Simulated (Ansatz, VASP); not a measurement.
**In in VASP and in Ansatz**

```
In
1.0
     5.46968    0.00000    0.00000
    -2.73484    4.73689    0.00000
     0.00000    0.00000    3.11020
In
3
Cartesian
  0.0000 0.0000 0.0000
  0.0000 3.1579 1.5551
  2.7348 1.5790 1.5551
```

Alike in both runs: functional r2SCAN; k mesh 9 × 9 × 14; occupations gaussian, width 0.1 eV; no spin polarisation.

Ansatz relaxed the structure, and its values are those at the end. VASP's run is a single point on that final structure, the one shown.

|  | VASP | Ansatz |
| --- | --- | --- |
| version | VASP 6.6.1 | Ansatz 0.2.0 |
| potentials or method | VASP PAW PBE potentials, release 64 (In_d), cutoff 520 eV | scalar-relativistic, plane waves, PAW |
| valence electrons in the cell | 39 | 39 |

```csv
,VASP,Ansatz,Ansatz less VASP
gap on the k mesh at the Fermi level (eV),none,none,-
pressure (GPa),0.0,0.0,-0.02
```

VASP's potentials were made for PBE, not for r2SCAN. A gap of «none» marks a metal or a gap that the smearing closes.
